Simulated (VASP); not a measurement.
# GaN (F-43m) in VASP: a series of runs

Runs on GaN. Level: LDA. Tasks: single point.

All numbers are computed with VASP 6.6.1; they aren't measurements. Logs are shortened: lines on timing, memory, paths and dates and some standing lists are left out, and cuts for length are marked.

## (1) The cell of the first run

It takes space group F-43m (No. 216, cubic). The conventional cell has a = 4.507 Å, b = 4.507 Å, c = 4.507 Å, α = 90.00°, β = 90.00°, γ = 90.00°. Ga (site symmetry -43m) has 4 N at 1.95 Å within 2.6 Å. Within 2.6 Å of N (site symmetry -43m) lie 4 Ga at 1.95 Å.

## (2) Single point, LDA

INCAR

```
SYSTEM = GaN
PREC = Accurate
ENCUT = 520
EDIFF = 1E-7
ISMEAR = 0
SIGMA = 0.05
LREAL = .FALSE.
LASPH = .TRUE.
NELM = 60
ALGO = Normal
ISIF = 2
LWAVE = .FALSE.
LCHARG = .FALSE.
NBANDS = 46
```

KPOINTS

```
Automatic mesh
0
G
  6 6 6
  0 0 0
```

POSCAR

```
GaN
1.0
    4.5070012150      0.0000000000      0.0000000000
    0.0000000000     -4.5070012150      0.0000000000
    0.0000000000      0.0000000000     -4.5070012150
Ga N
4 4
Direct
    0.0000000000      0.5000000000      0.5000000000
    0.5000000000      0.0000000000      0.5000000000
    0.5000000000      0.5000000000      0.0000000000
    0.0000000000      0.0000000000      0.0000000000
    0.7500000000      0.7500000000      0.7500000000
    0.2500000000      0.2500000000      0.7500000000
    0.2500000000      0.7500000000      0.2500000000
    0.7500000000      0.2500000000      0.2500000000
```

Potentials or basis: VASP PAW LDA potentials, release 64 (Ga_d, N).

Command:

```
$ cat potpaw_LDA.64/Ga_d/POTCAR potpaw_LDA.64/N/POTCAR > POTCAR
$ mpirun -np 1 vasp_std > vasp.out
```

OUTCAR:

```text
SYSTEM = GaN
   PREC = Accurate
   ENCUT = 520
   EDIFF = 1E-7
   ISMEAR = 0
   LREAL = .FALSE.
   LASPH = .TRUE.
   NELM = 60
   ISIF = 2

 ion  position               nearest neighbor table
   1  0.000  0.500  0.500-   5 1.95   6 1.95   7 1.95   8 1.95
   2  0.500  0.000  0.500-   5 1.95   6 1.95   7 1.95   8 1.95
   3  0.500  0.500  0.000-   5 1.95   6 1.95   7 1.95   8 1.95
   4  0.000  0.000  0.000-   5 1.95   6 1.95   7 1.95   8 1.95
   5  0.750  0.750  0.750-   1 1.95   2 1.95   3 1.95   4 1.95
   6  0.250  0.250  0.750-   1 1.95   2 1.95   3 1.95   4 1.95
   7  0.250  0.750  0.250-   1 1.95   2 1.95   3 1.95   4 1.95
   8  0.750  0.250  0.250-   1 1.95   2 1.95   3 1.95   4 1.95

  LATTYP: Found a simple cubic cell.
 ALAT       =     4.5070012150

  Lattice vectors:

 A1 = (   4.5070012150,   0.0000000000,   0.0000000000)
 A2 = (   0.0000000000,  -4.5070012150,   0.0000000000)
 A3 = (   0.0000000000,   0.0000000000,  -4.5070012150)

Analysis of symmetry for initial positions (statically):
=====================================================================
 Subroutine PRICEL returns following result:

  LATTYP: Found a face centered cubic cell.
 ALAT       =     4.5070012150

  Lattice vectors:

 A1 = (   2.2535006075,   2.2535006075,   0.0000000000)
 A2 = (   2.2535006075,   0.0000000000,  -2.2535006075)
 A3 = (   0.0000000000,   2.2535006075,  -2.2535006075)

   4 primitive cells build up your supercell.

 Routine SETGRP: Setting up the symmetry group for a
 simple cubic supercell.

 Subroutine GETGRP returns: Found 24 space group operations
 (whereof 24 operations were pure point group operations)
 out of a pool of 48 trial point group operations.

The static configuration has the point symmetry T_d .

Analysis of symmetry for dynamics (positions and initial velocities):
=====================================================================
 Subroutine PRICEL returns following result:

  LATTYP: Found a face centered cubic cell.
 ALAT       =     4.5070012150

  Lattice vectors:

 A1 = (   2.2535006075,   2.2535006075,   0.0000000000)
 A2 = (   2.2535006075,   0.0000000000,  -2.2535006075)
 A3 = (   0.0000000000,   2.2535006075,  -2.2535006075)

   4 primitive cells build up your supercell.

 Routine SETGRP: Setting up the symmetry group for a
 simple cubic supercell.

 Subroutine GETGRP returns: Found 24 space group operations
 (whereof 24 operations were pure point group operations)
 out of a pool of 48 trial point group operations.

The dynamic configuration has the point symmetry T_d .

 Subroutine INISYM returns: Found 24 space group operations
 (whereof 24 operations are pure point group operations),
 and found     4 'primitive' translations

----------------------------------------------------------------------------------------

                                     Primitive cell

  volume of cell :      22.8877

  direct lattice vectors                    reciprocal lattice vectors
     2.253500607  2.253500607  0.000000000     0.221877020  0.221877020  0.221877020
     2.253500607  0.000000000 -2.253500607     0.221877020 -0.221877020 -0.221877020
     0.000000000  2.253500607 -2.253500608    -0.221877020  0.221877020 -0.221877020

  length of vectors
     3.186931122  3.186931122  3.186931122     0.384302272  0.384302272  0.384302272

  position of ions in fractional coordinates (direct lattice)
     0.000000000  0.000000000  0.000000000
     0.250000000  0.250000000  0.250000000

  ion indices of the primitive-cell ions
   primitive index   ion index
                 1           1
                 2           5

----------------------------------------------------------------------------------------

 KPOINTS: Automatic mesh

Automatic generation of k-mesh.
 Grid dimensions read from file:
 generate k-points for:    6    6    6

 Generating k-lattice:

  Cartesian coordinates                     Fractional coordinates (reciprocal lattice)
     0.036979503  0.000000000  0.000000000     0.166666667  0.000000000  0.000000000
     0.000000000 -0.036979503  0.000000000     0.000000000  0.166666667  0.000000000
     0.000000000  0.000000000 -0.036979503     0.000000000  0.000000000  0.166666667

  Length of vectors
     0.036979503  0.036979503  0.036979503

  Shift w.r.t. Gamma in fractional coordinates (k-lattice)
     0.000000000  0.000000000  0.000000000

 Subroutine IBZKPT returns following result:
 ===========================================

 Found     20 irreducible k-points:

 Following reciprocal coordinates:
            Coordinates               Weight
  0.000000  0.000000  0.000000      1.000000
  0.166667  0.000000  0.000000      6.000000
  0.333333  0.000000  0.000000      6.000000
  0.500000  0.000000  0.000000      3.000000
  0.166667  0.166667  0.000000     12.000000
  0.333333  0.166667  0.000000     24.000000
[... 12 lines left out ...]
  0.500000  0.500000  0.333333      6.000000
  0.500000  0.500000  0.500000      1.000000
   k-points           NKPTS =     20   k-points in BZ     NKDIM =     20   number of bands    NBANDS=     46
   number of dos      NEDOS =    301   number of ions     NIONS =      8
   total plane-waves  NPLWV =  46656
   dimension x,y,z NGX =    36 NGY =   36 NGZ =   36
   dimension x,y,z NGXF=    72 NGYF=   72 NGZF=   72
   ions per type =               4   4
   NGX,Y,Z   is equivalent  to a cutoff of  13.28, 13.28, 13.28 a.u.
   NGXF,Y,Z  is equivalent  to a cutoff of  26.56, 26.56, 26.56 a.u.
 SYSTEM =  GaN
   PREC   = accura    normal or accurate (medium, high low for compatibility)
   ISTART =      0    job   : 0-new  1-cont  2-samecut
   ICHARG =      2    charge: 1-file 2-atom 10-const
   ISPIN  =      1    spin polarized calculation?
   LNONCOLLINEAR =      F non collinear calculations
   LSORBIT =      F    spin-orbit coupling
   LASPH  =      T    aspherical Exc in radial PAW
   ENCUT  =  520.0 eV  38.22 Ry    6.18 a.u.   8.38  8.38  8.38*2*pi/ulx,y,z
   NELM   =     60;   NELMIN=  2; NELMDL= -5     # of ELM steps
   EDIFF  = 0.1E-06   stopping-criterion for ELM
   LREAL  =      F    real-space projection
   EDIFFG = 0.1E-05   stopping-criterion for IOM
   NSW    =      0    number of steps for IOM
   IBRION =     -1    ionic relax: 0-MD 1-quasi-New 2-CG
   NFREE  =      0    steps in history (QN), initial steepest desc. (CG)
   ISIF   =      2    stress and relaxation
   ISYM   =      2    0-nonsym 1-usesym 2-fastsym
   POTIM  = 0.5000    time-step for ionic-motion
   TEBEG  =    0.0;   TEEND  =   0.0 temperature during run
   PSTRESS=    0.0 pullay stress
   NELECT =      72.0000    total number of electrons
   NUPDOWN=      -1.0000    fix difference up-down
   EMIN   =  10.00;   EMAX   =-10.00  energy-range for DOS
   EFERMI =   0.00;   METHOD = LEGACY
   ISMEAR =     0;   SIGMA  =   0.05  broadening in eV -4-tet -1-fermi 0-gaus
   EFERMI_NEDOS =   21; number of points for ismear=-14 and -15
   IALGO  =     38    algorithm
   IMIX   =      4    mixing-type and parameters
     AMIX     =   0.40;   BMIX     =  1.00
     AMIX_MAG =   1.60;   BMIX_MAG =  1.00
  volume/ion in A,a.u.               =      11.44        77.23
  Fermi-wavevector in a.u.,A,eV,Ry     =   1.511117  2.855596 31.068543  2.283473
  Thomas-Fermi vector in A             =   2.621216
   LORBIT       =      0    0 simple, 1 ext, 2 COOP (PROOUT), +10 PAW based schemes
   GGA     = CA    functional components
   LHFCALC =     F    Hartree Fock is set to
   AEXX    =    0.0000 exact exchange contribution
   IVDW    =     0    specifies the selected vdW correction
   LEPSILON=     F    determine dielectric tensor
   LRPA    =     F    only Hartree local field effects (RPA)
 non-spin polarized calculation
 Gauss-broadening in eV      SIGMA  =   0.05
  energy-cutoff  :      520.00
  volume of cell :       91.55
 maximum number of plane-waves:      2517
 NGX is ok and might be reduce to    36
   NGX = 17   NGY = 17   NGZ = 17

 number of electron      72.0000031 magnetization

 Free energy of the ion-electron system (eV)
  ---------------------------------------------------
  ext. energy  EPLUGINS =         0.00000000
  ---------------------------------------------------
  free energy    TOTEN  =       -55.73256299 eV

  energy without entropy =      -55.73256299  energy(sigma->0) =      -55.73256299

 E-fermi :   5.2766     XC(G=0): -12.1183

 val. band max:        5.0305914557   @ k =   0.0000   0.0000   0.0000
 cond. band min:       6.7784249652   @ k =   0.0000   0.0000   0.0000
 fundamental gap:      1.7478335094
 Fermi energy:         5.2766236451

 k-point     1 :       0.0000    0.0000    0.0000
  band No.  band energies     occupation
      1     -10.7721      2.00000
      2      -9.7730      2.00000
      3      -9.7730      2.00000
      4      -9.7730      2.00000
      5      -8.5223      2.00000
      6      -8.5223      2.00000
[... 38 lines left out ...]
     45      15.1414      0.00000
     46      15.1414      0.00000

 k-point     2 :       0.1667    0.0000    0.0000
  band No.  band energies     occupation
      1     -10.6681      2.00000
      2      -9.7945      2.00000
      3      -9.7712      2.00000
      4      -9.7712      2.00000
      5      -8.5043      2.00000
      6      -8.5043      2.00000
[... 38 lines left out ...]
     45      15.3721      0.00000
     46      15.3721      0.00000

 k-point     3 :       0.3333    0.0000    0.0000
  band No.  band energies     occupation
      1     -10.3975      2.00000
      2      -9.8826      2.00000
      3      -9.7678      2.00000
      4      -9.7678      2.00000
      5      -8.4535      2.00000
      6      -8.4535      2.00000
[... 822 lines left out ...]
     45      15.1930      0.00000
     46      15.1930      0.00000

 k-point    20 :       0.5000    0.5000    0.5000
  band No.  band energies     occupation
      1      -9.9191      2.00000
      2      -9.9191      2.00000
      3      -9.9191      2.00000
      4      -9.9191      2.00000
      5      -8.4355      2.00000
      6      -8.4355      2.00000
[... 38 lines left out ...]
     45      15.2346      0.00000
     46      15.2346      0.00000

------------------------ aborting loop because EDIFF is reached ----------------------------------------

  FORCE on cell =-STRESS in cart. coord.  units (eV):
  Direction    XX          YY          ZZ          XY          YZ          ZX
  --------------------------------------------------------------------------------------
  -------------------------------------------------------------------------------------
  Total       -3.1260644     -3.1260644     -3.1260644      0.0000000     -0.0000000     -0.0000000
  in kB      -54.7073249    -54.7073249    -54.7073249      0.0000000     -0.0000000     -0.0000000
  external PRESSURE =     -54.7073249 kB  Pullay stress =       0.0000000 kB

 VOLUME and BASIS-vectors are now :
 -----------------------------------------------------------------------------
  energy-cutoff  :      520.00
  volume of cell :       91.55
      direct lattice vectors                 reciprocal lattice vectors
     4.507001215  0.000000000  0.000000000     0.221877020  0.000000000  0.000000000
     0.000000000 -4.507001215  0.000000000     0.000000000 -0.221877020  0.000000000
     0.000000000  0.000000000 -4.507001215     0.000000000  0.000000000 -0.221877020

 POSITION                                       TOTAL-FORCE (eV/Angst)
 -----------------------------------------------------------------------------------
      0.00000     -2.25350     -2.25350        -0.000000      0.000000     -0.000000
      2.25350      0.00000     -2.25350         0.000000     -0.000000      0.000000
      2.25350     -2.25350      0.00000         0.000000      0.000000      0.000000
      0.00000      0.00000      0.00000        -0.000000     -0.000000      0.000000
      3.38025     -3.38025     -3.38025         0.000000      0.000000     -0.000000
      1.12675     -1.12675     -3.38025         0.000000      0.000000     -0.000000
      1.12675     -3.38025     -1.12675         0.000000      0.000000     -0.000000
      3.38025     -1.12675     -1.12675         0.000000      0.000000     -0.000000
 -----------------------------------------------------------------------------------
    total drift:                                0.000000     -0.000000     -0.000000

  FREE ENERGIE OF THE ION-ELECTRON SYSTEM (eV)
  ---------------------------------------------------
  free  energy   TOTEN  =       -55.7325629923 eV

  energy  without entropy=      -55.7325629923  energy(sigma->0) =      -55.73256299
```

Run time: 61 s. Hardware: 1 thread of Intel Xeon Platinum 8488C (Sapphire Rapids), shared host; peak memory 0.2 GiB.

What came out:

- Free energy: -55.7326 eV
- Pressure: -5.5 GPa
- Band gap on the k mesh: 1.75 eV

Levels at points of the mesh, in eV from the valence-band top:
```tsv
k point	band 32	band 33	band 34	band 35	band 36	band 37	band 38	band 39	band 40	band 41
(0.00, 0.00, 0.00)	-2.73	-2.73	0.00	0.00	0.00	1.75	3.25	3.25	3.25	6.48
(0.50, 0.00, 0.00)	-3.42	-1.51	-1.51	-1.51	-1.51	4.51	4.51	6.11	6.11	7.22
(0.50, 0.50, 0.00)	-3.31	-1.04	-1.04	-1.04	-1.04	6.38	6.38	6.38	6.38	7.38
(0.50, 0.50, 0.50)	-0.98	-0.98	-0.98	-0.98	-0.98	4.54	4.54	4.54	4.54	8.60
```

Expect the measured gap to be larger: semilocal functionals such as LDA lack the derivative discontinuity.

## (3) Single point, LDA

INCAR

```
SYSTEM = GaN
PREC = Accurate
ENCUT = 910
EDIFF = 1E-6
ISMEAR = 0
SIGMA = 0.05
LREAL = .FALSE.
LASPH = .TRUE.
NELM = 120
ALGO = Normal
ISIF = 2
LWAVE = .FALSE.
LCHARG = .FALSE.
NBANDS = 46
GGA_COMPAT = .FALSE.
```

KPOINTS is that of step 2.

POSCAR is that of step 2.

Potentials or basis: VASP PAW LDA potentials, release 64 (Ga_d, N_h).

Command:

```
$ cat potpaw_LDA.64/Ga_d/POTCAR potpaw_LDA.64/N_h/POTCAR > POTCAR
$ mpirun -np 1 vasp_std > vasp.out
```

OUTCAR:

```text
SYSTEM = GaN
   PREC = Accurate
   ENCUT = 910
   EDIFF = 1E-6
   ISMEAR = 0
   LREAL = .FALSE.
   LASPH = .TRUE.
   NELM = 120
   ISIF = 2

 ion  position               nearest neighbor table
   1  0.000  0.500  0.500-   5 1.95   6 1.95   7 1.95   8 1.95
   2  0.500  0.000  0.500-   5 1.95   6 1.95   7 1.95   8 1.95
   3  0.500  0.500  0.000-   5 1.95   6 1.95   7 1.95   8 1.95
   4  0.000  0.000  0.000-   5 1.95   6 1.95   7 1.95   8 1.95
   5  0.750  0.750  0.750-   1 1.95   2 1.95   3 1.95   4 1.95
   6  0.250  0.250  0.750-   1 1.95   2 1.95   3 1.95   4 1.95
[... 1195 lines left out ...]
  Total       -3.1656355     -3.1656355     -3.1656355      0.0000000      0.0000000      0.0000000
  in kB      -55.3998341    -55.3998341    -55.3998341      0.0000000      0.0000000      0.0000000
  external PRESSURE =     -55.3998341 kB  Pullay stress =       0.0000000 kB

 VOLUME and BASIS-vectors are now :
 -----------------------------------------------------------------------------
  energy-cutoff  :      910.00
  volume of cell :       91.55
      direct lattice vectors                 reciprocal lattice vectors
     4.507001215  0.000000000  0.000000000     0.221877020  0.000000000  0.000000000
     0.000000000 -4.507001215  0.000000000     0.000000000 -0.221877020  0.000000000
     0.000000000  0.000000000 -4.507001215     0.000000000  0.000000000 -0.221877020

 POSITION                                       TOTAL-FORCE (eV/Angst)
 -----------------------------------------------------------------------------------
      0.00000     -2.25350     -2.25350         0.000000      0.000000     -0.000000
      2.25350      0.00000     -2.25350        -0.000000     -0.000000     -0.000000
      2.25350     -2.25350      0.00000         0.000000      0.000000     -0.000000
      0.00000      0.00000      0.00000         0.000000      0.000000      0.000000
      3.38025     -3.38025     -3.38025        -0.000000     -0.000000      0.000000
      1.12675     -1.12675     -3.38025         0.000000     -0.000000     -0.000000
      1.12675     -3.38025     -1.12675        -0.000000     -0.000000     -0.000000
      3.38025     -1.12675     -1.12675        -0.000000     -0.000000      0.000000
 -----------------------------------------------------------------------------------
    total drift:                                0.000000     -0.000000      0.000000

  FREE ENERGIE OF THE ION-ELECTRON SYSTEM (eV)
  ---------------------------------------------------
  free  energy   TOTEN  =       -55.7419594056 eV

  energy  without entropy=      -55.7419594056  energy(sigma->0) =      -55.74195941
```

OSZICAR:

```text
N       E                     dE             d eps       ncg     rms          rms(c)
DAV:   1     0.963938800352E+03    0.96394E+03   -0.45740E+04  2172   0.405E+03
DAV:   2     0.164395995715E+03   -0.79954E+03   -0.76102E+03  1848   0.922E+02
DAV:   3    -0.370681648909E+02   -0.20146E+03   -0.19319E+03  2240   0.274E+02
DAV:   4    -0.620192374791E+02   -0.24951E+02   -0.24524E+02  2188   0.865E+01
DAV:   5    -0.636520736552E+02   -0.16328E+01   -0.16251E+01  2636   0.209E+01    0.148E+01
DAV:   6    -0.556717698890E+02    0.79803E+01   -0.23246E+01  3320   0.546E+01    0.384E+00
DAV:   7    -0.558524804612E+02   -0.18071E+00   -0.38519E+00  2086   0.101E+01    0.277E+00
DAV:   8    -0.557871041490E+02    0.65376E-01   -0.59434E-01  2922   0.704E+00    0.132E+00
DAV:   9    -0.557403449351E+02    0.46759E-01   -0.24716E-01  2846   0.598E+00    0.114E-01
DAV:  10    -0.557421367422E+02   -0.17918E-02   -0.21487E-02  2244   0.887E-01    0.120E-01
DAV:  11    -0.557419565408E+02    0.18020E-03   -0.25476E-03  3160   0.469E-01    0.408E-02
DAV:  12    -0.557419590887E+02   -0.25479E-05   -0.77010E-04  2304   0.220E-01    0.180E-02
DAV:  13    -0.557419595802E+02   -0.49151E-06   -0.74032E-05  2634   0.730E-02    0.422E-03
DAV:  14    -0.557419594056E+02    0.17460E-06   -0.72297E-06  2182   0.488E-02
   1 F= -.55741959E+02 E0= -.55741959E+02  d E =-.144537E-17
```

stdout:

```text
POSCAR found type information on POSCAR GaN
 POSCAR found :  2 types and       8 ions
 scaLAPACK will be used
 LDA part: xc-table for (Slater(with rela. corr.)+CA(PZ))
 , standard interpolation
 POSCAR, INCAR and KPOINTS ok, starting setup
 FFT: planning ... GRIDC
 FFT: planning ... GRID_SOFT
 FFT: planning ... GRID
 WAVECAR not read
 entering main loop
```

Wall time 83 s (1 thread of Intel Xeon 6975P-C (Granite Rapids), shared host); peak memory 0.34 GiB.

Results:

| Property | Result |
| --- | --- |
| Free energy | -55.7420 eV |
| Pressure | -5.5 GPa |
| Band gap on the k mesh | 1.75 eV |

Levels at points of the mesh, in eV from the valence-band top:
| k point | band 34 | band 35 | band 36 | band 37 | band 38 | band 39 |
| --- | --- | --- | --- | --- | --- | --- |
| (0.00, 0.00, 0.00) | 0.00 | 0.00 | 0.00 | 1.75 | 3.25 | 3.25 |
| (0.50, 0.00, 0.00) | -1.51 | -1.51 | -1.51 | 4.51 | 4.51 | 6.12 |
| (0.50, 0.50, 0.00) | -1.04 | -1.04 | -1.04 | 6.38 | 6.38 | 6.38 |
| (0.50, 0.50, 0.50) | -0.98 | -0.98 | -0.98 | 4.54 | 4.54 | 4.54 |

Caveat: the cutoff is under 1.25 times the usual one of these potentials, so pressure, stress and relaxed cells hold a basis-set (Pulay) error.
